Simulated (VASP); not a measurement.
Set up this calculation in VASP 6.6.1, as the native input.

- Task: single point
- Functional: r2SCAN
- Potentials or basis: VASP PAW PBE potentials, release 64 (Sr_sv, Ti_sv, O)
- Cutoff: 520 eV
- k mesh: 6 × 6 × 6
- Occupations: gaussian, width 0.01 eV
- Spin: no spin polarisation
- Dipole correction: no
- Further INCAR settings: ALGO = Normal; EDIFF = 1e-06; NBANDS = 28

SrTiO3:

```xyz
5
Lattice="4.0241 0.0000 0.0000 0.0000 4.0241 0.0000 0.0000 0.0000 4.0241" Properties=species:S:1:pos:R:3 pbc="T T T"
Sr    0.0000    0.0000    0.0000
Ti    2.0120    2.0120    2.0120
O     2.0120    2.0120    0.0000
O     2.0120    0.0000    2.0120
O     0.0000    2.0120    2.0120
```

This cell differs from its parent crystal: strain +3.0%.

One way to write it, as run:

POSCAR

```
SrTiO3
1.0
    4.0240570466      0.0000000000      0.0000000000
    0.0000000000      4.0240570466      0.0000000000
    0.0000000000      0.0000000000      4.0240570466
Sr Ti O
1 1 3
Direct
    0.0000000000      0.0000000000      0.0000000000
    0.5000000000      0.5000000000      0.5000000000
    0.5000000000      0.5000000000      0.0000000000
    0.5000000000      0.0000000000      0.5000000000
    0.0000000000      0.5000000000      0.5000000000
```

INCAR.step1

```
SYSTEM = SrTiO3
PREC = Accurate ; ENCUT = 520
ISMEAR = 0 ; SIGMA = 0.01
LREAL = .FALSE. ; LASPH = .TRUE.
NELM = 60 ; NBANDS = 28
GGA = PE ; ALGO = Normal
EDIFF = 1E-4 ; LWAVE = .TRUE.
LCHARG = .FALSE.
```

INCAR.step2

```
SYSTEM = SrTiO3
PREC = Accurate ; ENCUT = 520
EDIFF = 1E-6 ; ISMEAR = 0
SIGMA = 0.01 ; LREAL = .FALSE.
LASPH = .TRUE. ; NELM = 60
ALGO = Normal ; ISIF = 2
LWAVE = .FALSE. ; LCHARG = .FALSE.
METAGGA = R2SCAN ; LMIXTAU = .TRUE.
NBANDS = 28 ; ISTART = 1
```

KPOINTS

```
Automatic mesh
0
G
  6 6 6
  0 0 0
```

Potentials or basis: VASP PAW PBE potentials, release 64 (Sr_sv, Ti_sv, O).

Launch:

```console
$ cat potpaw_PBE.64/Sr_sv/POTCAR potpaw_PBE.64/Ti_sv/POTCAR potpaw_PBE.64/O/POTCAR > POTCAR
$ cp INCAR.step1 INCAR
$ mpirun -np 1 vasp_std > vasp.out
$ cp INCAR.step2 INCAR
$ mpirun -np 1 vasp_std > vasp.out
```

Results of the run:

```json
{"Pressure": "-13.2 GPa", "Band gap on the k mesh": "2.07 eV (least direct gap 2.49 eV)"}
```

Caveat: the cell differs from its parent crystal (strain +3.0%); the cell stands under tension; the PAW data sets were made with another functional, which shifts forces and pressure a little.

It took 4 min on 1 thread of Intel Xeon 8259CL, on a shared host, peak memory 0.19 GiB.
